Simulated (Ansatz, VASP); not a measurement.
## One calculation of Cu, two programs

```
Cu
1.0
     0.00000    1.78140    1.78140
     1.78140    0.00000    1.78140
     1.78140    1.78140    0.00000
Cu
1
Direct
  0.00000 0.00000 0.00000
```

Alike in both runs: functional PBEsol; k mesh 21 × 21 × 21; occupations fermi-dirac, width 0.05 eV; no spin polarisation.

Ansatz relaxed the structure, and its values are those at the end. VASP's run is a single point on that final structure, the one shown.

```csv
,VASP,Ansatz
version,VASP 6.6.1,Ansatz 0.2.0
potentials or method,"VASP PAW PBE potentials, release 64 (Cu)","PAW with Ansatz's default frozen-core files, scalar-relativistic"
plane-wave cutoff (eV),520,420
valence electrons in the cell,11,19
```

VASP gave:

* pressure (GPa): 0.8

Task: What did Ansatz give for the same quantities?

Result: Pressure (GPa): 0.0.

VASP's potentials were made for PBE, not for PBEsol. VASP's potentials hold 11 valence electrons a cell and Ansatz's 19, so a difference there can come from the potentials and not from the codes.
